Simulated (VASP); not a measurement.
Here is a VASP 6.6.1 calculation.

POSCAR

```
C
1.0
    0.0000000000      1.7592674508      1.7592674508
    1.7592674508      0.0000000000      1.7592674508
    1.7592674508      1.7592674508      0.0000000000
C
2
Direct
    0.7500000000      0.7500000000      0.7500000000
    0.5000000000      0.5000000000      0.5000000000
```

The input INCAR.step1:

```
SYSTEM = C
PREC = Accurate
ENCUT = 520
ISMEAR = -1
SIGMA = 0.05
LREAL = .False.
LASPH = .True.
NELM = 80
NBANDS = 11
GGA = PE
ALGO = Normal
EDIFF = 1E-4
LWAVE = .True.
LCHARG = .False.
```

File INCAR.step2:

```
SYSTEM = C
PREC = Accurate
ENCUT = 520
EDIFF = 1E-6
ISMEAR = -1
SIGMA = 0.05
LREAL = .False.
LASPH = .True.
NELM = 80
ALGO = Normal
ISIF = 2
LWAVE = .False.
LCHARG = .False.
METAGGA = R2SCAN
LMIXTAU = .True.
NBANDS = 11
ISTART = 1
```

Contents of KPOINTS:

```
Automatic mesh
0
Gamma
  13 13 13
  0 0 0
```

Potentials or basis: VASP PAW PBE potentials, release 64 (C).

Run with:

```console
$ cat potpaw_PBE.64/C/POTCAR > POTCAR
$ cp INCAR.step1 INCAR
$ mpirun -np 1 vasp_std > vasp.out
$ cp INCAR.step2 INCAR
$ mpirun -np 1 vasp_std > vasp.out
```

Q: Predict the pressure.

A: 18.3 GPa.

Q: Predict the band gap on the k mesh.

A: 4.43 eV, indirect (least direct gap 5.95 eV).

Caveat: the PAW data sets were made with another functional, which shifts forces and pressure a little. r2SCAN opens gaps a little over a GGA but as a rule still falls short of measured ones.
